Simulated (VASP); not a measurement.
# MnSb (zincblende type) (F-43m) in VASP: a series of runs

Runs on MnSb (zincblende type). Level: PBE. Tasks: single point.

All numbers are computed with VASP 6.6.1; they aren't measurements. Logs are shortened: lines on timing, memory, paths and dates and some standing lists are left out, and cuts for length are marked.

## Step 1: The cell of the first run

Symmetry: F-43m, No. 216, cubic system. Conventional cell: a = 6.097 Å, b = 6.097 Å, c = 6.097 Å, α = 90.00°, β = 90.00°, γ = 90.00°. Mn (site symmetry -43m) has 4 Sb at 2.64 Å within 3.5 Å. Within 3.5 Å of Sb (site symmetry -43m) lie 4 Mn at 2.64 Å.

## Step 2: Single point, PBE, collinear spin, ferromagnetic start (volume scaled by 0.96)

Contents of INCAR:

```
SYSTEM = MnSb
ALGO = Normal
EDIFF = 1E-6
ENCUT = 520
GGA = PE
ISIF = 2
ISMEAR = -1
ISPIN = 2
LASPH = .True.
LCHARG = .False.
LMAXMIX = 4
LORBIT = 11
LREAL = .False.
LWAVE = .False.
MAGMOM = 4 0
NBANDS = 20
NELM = 150
PREC = Accurate
SIGMA = 0.03
```

Contents of KPOINTS:

```
k-points
0
Gamma
  10 10 10
  0 0 0
```

Contents of POSCAR:

```
MnSb
1.0
    0.0000000000      3.0483250126      3.0483250126
    3.0483250126      0.0000000000      3.0483250126
    3.0483250126      3.0483250126      0.0000000000
Mn Sb
1 1
Direct
    0.0000000000      0.0000000000      0.0000000000
    0.2500000000      0.2500000000      0.2500000000
```

Potentials or basis: VASP PAW PBE potentials, release 64 (Mn_pv, Sb).

On the command line:

```bash
cat potpaw_PBE.64/Mn_pv/POTCAR potpaw_PBE.64/Sb/POTCAR > POTCAR
mpirun -np 1 vasp_std > vasp.out
```

OUTCAR:

```text
SYSTEM = MnSb
   EDIFF = 1E-6
   ENCUT = 520
   GGA = PE
   ISIF = 2
   ISMEAR = -1
   ISPIN = 2
   LASPH = .True.
   LORBIT = 11
   LREAL = .False.
   NELM = 150
   PREC = Accurate

 ion  position               nearest neighbor table
   1  0.000  0.000  0.000-   2 2.64   2 2.64   2 2.64   2 2.64
   2  0.250  0.250  0.250-   1 2.64   1 2.64   1 2.64   1 2.64

  LATTYP: Found a face centered cubic cell.
 ALAT       =     6.0966500252

  Lattice vectors:

 A1 = (   0.0000000000,   3.0483250126,   3.0483250126)
 A2 = (   3.0483250126,   0.0000000000,   3.0483250126)
 A3 = (   3.0483250126,   3.0483250126,   0.0000000000)

Analysis of symmetry for initial positions (statically):
=====================================================================
 Subroutine PRICEL returns:
 Original cell was already a primitive cell.

 Routine SETGRP: Setting up the symmetry group for a
 face centered cubic supercell.

 Subroutine GETGRP returns: Found 24 space group operations
 (whereof 24 operations were pure point group operations)
 out of a pool of 48 trial point group operations.

The static configuration has the point symmetry T_d .

Analysis of symmetry for dynamics (positions and initial velocities):
=====================================================================
 Subroutine PRICEL returns:
 Original cell was already a primitive cell.

 Routine SETGRP: Setting up the symmetry group for a
 face centered cubic supercell.

 Subroutine GETGRP returns: Found 24 space group operations
 (whereof 24 operations were pure point group operations)
 out of a pool of 48 trial point group operations.

The dynamic configuration has the point symmetry T_d .

Analysis of structural, dynamic, and magnetic symmetry:
=====================================================================
 Subroutine PRICEL returns:
 Original cell was already a primitive cell.

 Routine SETGRP: Setting up the symmetry group for a
 face centered cubic supercell.

 Subroutine GETGRP returns: Found 24 space group operations
 (whereof 24 operations were pure point group operations)
 out of a pool of 48 trial point group operations.

The overall configuration has the point symmetry T_d .

 Subroutine INISYM returns: Found 24 space group operations
 (whereof 24 operations are pure point group operations),
 and found     1 'primitive' translations

----------------------------------------------------------------------------------------

                                     Primitive cell

  volume of cell :      56.6518

  direct lattice vectors                    reciprocal lattice vectors
     0.000000000  3.048325013  3.048325013    -0.164024505  0.164024505  0.164024505
     3.048325013  0.000000000  3.048325013     0.164024505 -0.164024505  0.164024505
     3.048325013  3.048325013  0.000000000     0.164024505  0.164024505 -0.164024505

  length of vectors
     4.310982575  4.310982575  4.310982575     0.284098776  0.284098776  0.284098776

  position of ions in fractional coordinates (direct lattice)
     0.000000000  0.000000000  0.000000000
     0.250000000  0.250000000  0.250000000

  ion indices of the primitive-cell ions
   primitive index   ion index
                 1           1
                 2           2

----------------------------------------------------------------------------------------

 KPOINTS: k-points

Automatic generation of k-mesh.
 Grid dimensions read from file:
 generate k-points for:   10   10   10

 Generating k-lattice:

  Cartesian coordinates                     Fractional coordinates (reciprocal lattice)
    -0.016402450  0.016402450  0.016402450     0.100000000  0.000000000  0.000000000
     0.016402450 -0.016402450  0.016402450     0.000000000  0.100000000  0.000000000
     0.016402450  0.016402450 -0.016402450     0.000000000  0.000000000  0.100000000

  Length of vectors
     0.028409878  0.028409878  0.028409878

  Shift w.r.t. Gamma in fractional coordinates (k-lattice)
     0.000000000  0.000000000  0.000000000

 Subroutine IBZKPT returns following result:
 ===========================================

 Found     47 irreducible k-points:

 Following reciprocal coordinates:
            Coordinates               Weight
  0.000000  0.000000  0.000000      1.000000
  0.100000  0.000000  0.000000      8.000000
  0.200000  0.000000  0.000000      8.000000
  0.300000  0.000000  0.000000      8.000000
  0.400000  0.000000  0.000000      8.000000
  0.500000  0.000000  0.000000      4.000000
[... 16 lines left out ...]
  0.300000  0.300000  0.000000      6.000000
  0.400000  0.300000  0.000000     24.000000
 [... further k-points ...]
   k-points           NKPTS =     47   k-points in BZ     NKDIM =     47   number of bands    NBANDS=     20
   number of dos      NEDOS =    301   number of ions     NIONS =      2
   total plane-waves  NPLWV =  32768
   dimension x,y,z NGX =    32 NGY =   32 NGZ =   32
   dimension x,y,z NGXF=    64 NGYF=   64 NGZF=   64
   ions per type =               1   1
   NGX,Y,Z   is equivalent  to a cutoff of  12.34, 12.34, 12.34 a.u.
   NGXF,Y,Z  is equivalent  to a cutoff of  24.68, 24.68, 24.68 a.u.
 SYSTEM =  MnSb
   PREC   = accura    normal or accurate (medium, high low for compatibility)
   ISTART =      0    job   : 0-new  1-cont  2-samecut
   ICHARG =      2    charge: 1-file 2-atom 10-const
   ISPIN  =      2    spin polarized calculation?
   LNONCOLLINEAR =      F non collinear calculations
   LSORBIT =      F    spin-orbit coupling
   LASPH  =      T    aspherical Exc in radial PAW
   ENCUT  =  520.0 eV  38.22 Ry    6.18 a.u.   8.02  8.02  8.02*2*pi/ulx,y,z
   NELM   =    150;   NELMIN=  2; NELMDL= -5     # of ELM steps
   EDIFF  = 0.1E-05   stopping-criterion for ELM
   LREAL  =      F    real-space projection
   EDIFFG = 0.1E-04   stopping-criterion for IOM
   NSW    =      0    number of steps for IOM
   IBRION =     -1    ionic relax: 0-MD 1-quasi-New 2-CG
   NFREE  =      0    steps in history (QN), initial steepest desc. (CG)
   ISIF   =      2    stress and relaxation
   ISYM   =      2    0-nonsym 1-usesym 2-fastsym
   POTIM  = 0.5000    time-step for ionic-motion
   TEBEG  =    0.0;   TEEND  =   0.0 temperature during run
   PSTRESS=    0.0 pullay stress
   NELECT =      18.0000    total number of electrons
   NUPDOWN=      -1.0000    fix difference up-down
   EMIN   =  10.00;   EMAX   =-10.00  energy-range for DOS
   EFERMI =   0.00;   METHOD = LEGACY
   ISMEAR =    -1;   SIGMA  =   0.03  broadening in eV -4-tet -1-fermi 0-gaus
   EFERMI_NEDOS =   21; number of points for ismear=-14 and -15
   IALGO  =     38    algorithm
   IMIX   =      4    mixing-type and parameters
     AMIX     =   0.40;   BMIX     =  1.00
     AMIX_MAG =   1.60;   BMIX_MAG =  1.00
  volume/ion in A,a.u.               =      28.33       191.15
  Fermi-wavevector in a.u.,A,eV,Ry     =   1.117106  2.111024 16.979063  1.247926
  Thomas-Fermi vector in A             =   2.253726
   LORBIT       =     11    0 simple, 1 ext, 2 COOP (PROOUT), +10 PAW based schemes
   GGA     = PE    functional components
   LHFCALC =     F    Hartree Fock is set to
   AEXX    =    0.0000 exact exchange contribution
   IVDW    =     0    specifies the selected vdW correction
   LEPSILON=     F    determine dielectric tensor
   LRPA    =     F    only Hartree local field effects (RPA)
 spin polarized calculation
  energy-cutoff  :      520.00
  volume of cell :       56.65
 maximum number of plane-waves:      1542
   NGX = 17   NGY = 17   NGZ = 17

 number of electron      18.0000013 magnetization       3.9973335

 Free energy of the ion-electron system (eV)
  ---------------------------------------------------
  ext. energy  EPLUGINS =         0.00000000
  ---------------------------------------------------
  free energy    TOTEN  =       -12.27051785 eV

  energy without entropy =      -12.26786431  energy(sigma->0) =      -12.26919108

 E-fermi :   4.6329     XC(G=0):  -9.1420

 val. band max:        4.6197586069   @ k =  -0.4000   0.3000   0.0000
 cond. band min:       4.6702878923   @ k =   0.4000   0.2000   0.0000
 fundamental gap:      0.0505292854
 Fermi energy:         4.6328867406

 spin component 1

 k-point     1 :       0.0000    0.0000    0.0000
  band No.  band energies     occupation
      1     -45.7106      1.00000
      2     -45.7106      1.00000
      3     -45.7106      1.00000
      4      -5.5005      1.00000
      5       1.1092      1.00000
      6       1.1092      1.00000
[... 12 lines left out ...]
     19      15.0169      0.00000
     20      15.0169      0.00000

 k-point     2 :       0.1000    0.0000    0.0000
  band No.  band energies     occupation
      1     -45.7108      1.00000
      2     -45.7106      1.00000
      3     -45.7106      1.00000
      4      -5.4149      1.00000
      5       1.0598      1.00000
      6       1.1279      1.00000
[... 12 lines left out ...]
     19      14.0831      0.00000
     20      14.8342      0.00000

 k-point     3 :       0.2000    0.0000    0.0000
  band No.  band energies     occupation
      1     -45.7112      1.00000
      2     -45.7107      1.00000
      3     -45.7107      1.00000
      4      -5.1732      1.00000
      5       0.9258      1.00000
      6       1.1716      1.00000
[... 12 lines left out ...]
     19      13.6831      0.00000
     20      16.0229      0.00000

 k-point     4 :       0.3000    0.0000    0.0000
  band No.  band energies     occupation
      1     -45.7116      1.00000
      2     -45.7108      1.00000
      3     -45.7108      1.00000
      4      -4.8284      1.00000
      5       0.7370      1.00000
      6       1.2110      1.00000
[... 429 lines left out ...]
 k-point    23 :       0.3000    0.3000    0.0000
  band No.  band energies     occupation
      1     -45.7116      1.00000
      2     -45.7110      1.00000
      3     -45.7110      1.00000
      4      -4.5947      1.00000
      5       0.5557      1.00000
      6       1.3914      1.00000
[... 12 lines left out ...]
     19      17.7249      0.00000
     20      17.7250      0.00000

 k-point    24 :       0.4000    0.3000    0.0000
  band No.  band energies     occupation
      1     -45.7119      1.00000
      2     -45.7111      1.00000
      3     -45.7111      1.00000
      4      -4.3270      1.00000
      5       0.4486      1.00000
      6       1.4373      1.00000
[... 12 lines left out ...]
     19      17.4774      0.00000
     20      18.6625      0.00000

 [... further k-points ...]

 spin component 2

 k-point     1 :       0.0000    0.0000    0.0000
  band No.  band energies     occupation
      1     -41.6731      1.00000
      2     -41.6730      1.00000
      3     -41.6730      1.00000
      4      -5.4340      1.00000
      5       3.1877      1.00000
      6       3.1877      1.00000
[... 12 lines left out ...]
     19      15.4994      0.00000
     20      15.4994      0.00000

 k-point     2 :       0.1000    0.0000    0.0000
  band No.  band energies     occupation
      1     -41.6733      1.00000
      2     -41.6731      1.00000
      3     -41.6731      1.00000
      4      -5.3534      1.00000
      5       2.9739      1.00000
      6       3.2022      1.00000
[... 12 lines left out ...]
     19      14.6515      0.00000
     20      15.4693      0.00000

 k-point     3 :       0.2000    0.0000    0.0000
  band No.  band energies     occupation
      1     -41.6738      1.00000
      2     -41.6732      1.00000
      3     -41.6732      1.00000
      4      -5.1265      1.00000
      5       2.4113      1.00000
      6       3.2370      1.00000
[... 12 lines left out ...]
     19      14.2679      0.00000
     20      16.7612      0.00000

 k-point     4 :       0.3000    0.0000    0.0000
  band No.  band energies     occupation
      1     -41.6745      1.00000
      2     -41.6733      1.00000
      3     -41.6733      1.00000
      4      -4.8049      1.00000
      5       1.6932      1.00000
      6       3.2720      1.00000
[... 429 lines left out ...]
 k-point    23 :       0.3000    0.3000    0.0000
  band No.  band energies     occupation
      1     -41.6745      1.00000
      2     -41.6736      1.00000
      3     -41.6736      1.00000
      4      -4.5882      1.00000
      5       1.7285      1.00000
      6       3.1943      1.00000
[... 12 lines left out ...]
     19      18.2511      0.00000
     20      18.2511      0.00000

 k-point    24 :       0.4000    0.3000    0.0000
  band No.  band energies     occupation
      1     -41.6749      1.00000
      2     -41.6737      1.00000
      3     -41.6737      1.00000
      4      -4.3420      1.00000
      5       1.4246      1.00000
      6       3.0644      1.00000
[... 12 lines left out ...]
     19      18.0165      0.00000
     20      19.0785      0.00000

 [... further k-points ...]
[... 5 lines left out ...]
  --------------------------------------------------------------------------------------
  -------------------------------------------------------------------------------------
  Total        0.7089421      0.7089421      0.7089421      0.0000000      0.0000000      0.0000000
  in kB       20.0496848     20.0496848     20.0496848      0.0000000      0.0000000      0.0000000
  external PRESSURE =      20.0496848 kB  Pullay stress =       0.0000000 kB

 VOLUME and BASIS-vectors are now :
 -----------------------------------------------------------------------------
  energy-cutoff  :      520.00
  volume of cell :       56.65
      direct lattice vectors                 reciprocal lattice vectors
     0.000000000  3.048325013  3.048325013    -0.164024505  0.164024505  0.164024505
     3.048325013  0.000000000  3.048325013     0.164024505 -0.164024505  0.164024505
     3.048325013  3.048325013  0.000000000     0.164024505  0.164024505 -0.164024505

 POSITION                                       TOTAL-FORCE (eV/Angst)
 -----------------------------------------------------------------------------------
      0.00000      0.00000      0.00000        -0.000000     -0.000000     -0.000000
      1.52416      1.52416      1.52416         0.000000      0.000000      0.000000
 -----------------------------------------------------------------------------------
    total drift:                               -0.000000     -0.000000     -0.000000

  FREE ENERGIE OF THE ION-ELECTRON SYSTEM (eV)
  ---------------------------------------------------
  free  energy   TOTEN  =       -12.2705178459 eV

  energy  without entropy=      -12.2678643069  energy(sigma->0) =      -12.26919108

 total charge

# of ion       s       p       d       tot
------------------------------------------
    1        0.324   6.204   4.941  11.470
    2        1.140   1.355   0.026   2.521
--------------------------------------------------
tot          1.464   7.559   4.967  13.991

 magnetization (x)

# of ion       s       p       d       tot
------------------------------------------
    1        0.062   0.043   3.745   3.850
    2       -0.000  -0.172   0.015  -0.157
--------------------------------------------------
tot          0.062  -0.129   3.760   3.693
```

It took 52 s on 1 thread of Intel Xeon 6975P-C, shared host; peak memory 0.25 GiB.

What came out:

- Free energy: -12.2705 eV
- Pressure: 2.0 GPa
- Band gap on the k mesh: zero (filled and empty bands overlap)
- Net moment: 4.00 μB per cell
- Site moments: Mn +3.85; Sb -0.16 μB
- Valence electrons inside the program's atomic spheres: Mn 11.47; Sb 2.52

Caveat: spin-orbit coupling is left out, which moves the levels of the heavy elements; a cell with one magnetic atom can't hold antiferromagnetic order, which such compounds often take.

(Part 1 of 2 ends here.)
